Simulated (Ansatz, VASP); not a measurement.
## SnO2 in VASP and in Ansatz

```
Sn O
1.0
     4.68287    0.00000    0.00000
     0.00000    4.68287    0.00000
     0.00000    0.00000    3.23799
Sn O
2 4
Direct
  0.00000 0.00000 0.00000
  0.50000 0.50000 0.50000
  0.30661 0.30661 0.00000
  0.19339 0.80661 0.50000
  0.69339 0.69339 0.00000
  0.80661 0.19339 0.50000
```

Change from the starting cell: strain -0.0300 x Voigt [1, 1, 0, 0, 0, 0], atoms carried along.

Alike in both runs: task single point; functional PBE; k mesh 6 × 6 × 8; occupations gaussian, width 0.05 eV; no spin polarisation.

|  | VASP | Ansatz |
| --- | --- | --- |
| version | VASP 6.6.1 | Ansatz 0.2.0 |
| potentials or method | VASP PAW PBE potentials, release 64 (Sn_d, O), cutoff 520 eV | scalar-relativistic, plane waves, PAW |
| valence electrons in the cell | 52 | 52 |

```csv
,VASP,Ansatz,Ansatz less VASP
gap on the k mesh at the Fermi level (eV),1.26,1.27,+0.009
least direct gap on the mesh (eV),1.26,1.27,+0.009
pressure (GPa),12.3,11.6,-0.72
"traceless stress, the component that is largest in VASP (GPa)",-1.94,-2.14,-0.195
rms of the force components (eV/Å),0.044,0.039,-0.0050
```

Atom by atom the forces differ by 0.005 eV/Å (rms over components).
